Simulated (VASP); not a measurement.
A run of VASP 6.6.1 is set up as follows.

File INCAR:

```
ALGO = Normal
EDIFF = 1E-6
ENCUT = 520
GGA = PE
ISIF = 2
ISMEAR = 0
ISPIN = 2
LASPH = T
LCHARG = F
LORBIT = 11
LREAL = F
LWAVE = F
MAGMOM = 0 0 0.36 0.36 0.36
NBANDS = 26
NELM = 150
PREC = Accurate
SIGMA = 0.1
```

Contents of KPOINTS:

```
k-points
0
Gamma
  12 12 6
```

POSCAR

```
Li2F3
1.0
    3.1435521172      0.0000000000      0.0000000000
   -1.5717760586      2.7223959916      0.0000000000
    0.0000000000      0.0000000000      5.9128522441
Li F
2 3
Direct
    0.3333333333      0.6666666667      0.2302537555
    0.6666666667      0.3333333333      0.7697462445
    0.0000000000      0.0000000000      0.0000000000
    0.3333333333      0.6666666667      0.6731673213
    0.6666666667      0.3333333333      0.3268326787
```

Potentials or basis: VASP PAW PBE potentials, release 64 (Li_sv, F).

Command:

```console
$ cat potpaw_PBE.64/Li_sv/POTCAR potpaw_PBE.64/F/POTCAR > POTCAR
$ mpirun -np 1 vasp_std > vasp.out
```

Predict the site moments.

Li -0.00; F +0.30 μB.

What does it give for the net moment?

1.00 μB per cell.

Estimate the largest force.

0.012 eV/Å.

What does it give for the band gap on the k mesh?

Zero (filled and empty bands overlap).

Forces on the atoms (eV/Å):
```
Li   0.000  0.000 -0.012
Li   0.000  0.000  0.012
F    0.000  0.000  0.000
F    0.000  0.000 -0.010
F    0.000  0.000  0.010
```
